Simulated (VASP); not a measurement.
A run of VASP 6.6.1:

INCAR

```
SYSTEM = Ti
ALGO = Normal
EDIFF = 1E-7
EDIFFG = -0.03
ENCUT = 600
GGA = PS
IBRION = 2
ISIF = 3
ISMEAR = -1
LASPH = .TRUE.
LCHARG = .FALSE.
LREAL = .FALSE.
LWAVE = .FALSE.
NELM = 100
NSW = 80
PREC = Accurate
PSTRESS = 450.0
SIGMA = 0.05
```

The input KPOINTS:

```
k-points
0
G
  7 7 7
  0 0 0
```

Contents of POSCAR:

```
Ti
1.0
   -1.6410000000      1.6410000000      1.6410000000
    1.6410000000     -1.6410000000      1.6410000000
    1.6410000000      1.6410000000     -1.6410000000
Ti
1
Direct
    0.0000000000      0.0000000000      0.0000000000
```

Potentials or basis: VASP PAW PBE potentials, release 64 (Ti_sv).

Run with:

```sh
$ cat potpaw_PBE.64/Ti_sv/POTCAR > POTCAR
$ mpirun -np 1 vasp_std > vasp.out
```

Hardware: 1 thread of Intel Xeon 6975P-C (shared host).

Question: How long does it take, and how much memory?

Answer: Run time: 21 s on 1 thread of Intel Xeon 6975P-C, with other jobs on the host, peak memory 0.16 GiB. Counts: scf iterations 65, k points 20, ion steps 5.
